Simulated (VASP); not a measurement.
A run of VASP 6.6.1:

The input INCAR:

```
SYSTEM = Al3Cu2
PREC     = Accurate       ! precision mode
ENCUT    = 600            ! plane-wave cutoff, eV
EDIFF    = 1E-6           ! SCF threshold, eV
ISMEAR   = 0              ! smearing method
SIGMA    = 0.1            ! smearing width, eV
LREAL    = .False.        ! projectors in reciprocal space
LASPH    = .True.         ! aspherical terms in the spheres
NELM     = 80             ! most SCF steps
ALGO     = Fast           ! electronic algorithm
ISIF     = 3              ! what is computed and relaxed
LWAVE    = .False.        ! write WAVECAR
LCHARG   = .False.        ! write CHGCAR
GGA      = PS             ! functional
IBRION   = 2              ! ionic algorithm
NSW      = 70             ! ionic steps
EDIFFG   = -0.008         ! ionic threshold
PSTRESS  = 500.0
```

File KPOINTS:

```
regular mesh
0
Gamma
  12 12 8
  0 0 0
```

POSCAR

```
Al3Cu2
1.0
    3.7866804544      0.0000000000      0.0000000000
   -1.8933402272      3.2793614695      0.0000000000
    0.0000000000      0.0000000000      4.6146494191
Al Cu
3 2
Direct
    0.0000000000      0.0000000000      0.0000000000
    0.3333333333      0.6666666667      0.3538887630
    0.6666666667      0.3333333333      0.6461112370
    0.3333333333      0.6666666667      0.8443282118
    0.6666666667      0.3333333333      0.1556717882
```

Potentials or basis: VASP PAW PBE potentials, release 64 (Al, Cu).

Launch:

```bash
$ cat potpaw_PBE.64/Al/POTCAR potpaw_PBE.64/Cu/POTCAR > POTCAR
$ mpirun -np 1 vasp_std > vasp.out
```

Hardware: 1 thread of AMD EPYC 7R13 Processor (Zen 3), with other jobs on the host.

Problem. Estimate the wall time of this run.

Solution. Run time: 15 min on 1 thread of AMD EPYC 7R13 Processor (Zen 3) (shared host), peak memory 0.28 GiB. Counts: scf iterations 95, k points 131, ion steps 12.
